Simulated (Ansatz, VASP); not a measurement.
# TaN: VASP beside Ansatz

Contents of INCAR:

```
SYSTEM = TaN
ALGO = Normal
EDIFF = 1E-6
ENCUT = 520
GGA = PS
ISIF = 2
ISMEAR = -1
LASPH = .TRUE.
LCHARG = .FALSE.
LREAL = .FALSE.
LWAVE = .FALSE.
NBANDS = 15
NELM = 100
PREC = Accurate
SIGMA = 0.05
```

The input KPOINTS:

```
k-points
0
G
  10 10 10
  0 0 0
```

The input POSCAR:

```
TaN
1.0
    0.0000000000      2.2113230000      2.2113230000
    2.2113230000      0.0000000000      2.2113230000
    2.2113230000      2.2113230000      0.0000000000
Ta N
1 1
Direct
    0.5135260000      0.4842130000      0.5289790000
   -0.0129020000     -0.0147020000      0.0156950000
```

input.yaml

```yaml
crystal:
  lattice:
    - [0.0, 2.211323, 2.211323]
    - [2.211323, 0.0, 2.211323]
    - [2.211323, 2.211323, 0.0]
  atoms:
    - { symbol: Ta, position: [0.513526, 0.484213, 0.528979] }
    - { symbol: "N", position: [-0.012902, -0.014702, 0.015695] }
kpoints:
  mp_grid: { grid: [10, 10, 10] }
scf:
  occupations: { method: fermi_dirac, width: 0.05 }
hamiltonian:
  xc: pbesol
  pseudopotentials: { kind: all_electron, lapw: { basis_error: 0.001 } }
output:
  forces: true
  stress: true
  eigenvalues: true
  populations: true
```

Change from the starting cell: atoms moved at random, drawn with an rms of 0.05 Å.

Alike in both runs: task single point; functional PBEsol; k mesh 10 × 10 × 10; occupations fermi-dirac, width 0.05 eV; no spin polarisation.

|  | VASP | Ansatz |
| --- | --- | --- |
| version | VASP 6.6.1 | Ansatz 0.2.0 |
| potentials or method | VASP PAW PBE potentials, release 64 (Ta_pv, N), cutoff 520 eV | all-electron LAPW, scalar-relativistic |

Ansatz gave:

```
gap on the k mesh at the Fermi level (eV)                     : none
pressure (GPa)                                                : -8.9
traceless stress, the component that is largest in VASP (GPa) : 1.37
rms of the force components (eV/Å)                            : 0.445
```

Problem. Estimate VASP's values.

Solution. gap on the k mesh at the Fermi level (eV): none; pressure (GPa): -8.1; traceless stress, the component that is largest in VASP (GPa): 1.41; rms of the force components (eV/Å): 0.453.

VASP's potentials were made for PBE, not for PBEsol. Atom by atom the forces differ by 0.009 eV/Å (rms over components). A gap of «none» marks a metal or a gap that the smearing closes. Ansatz ran all-electron here, and VASP with PAW potentials.

Neither program's run includes spin-orbit coupling.
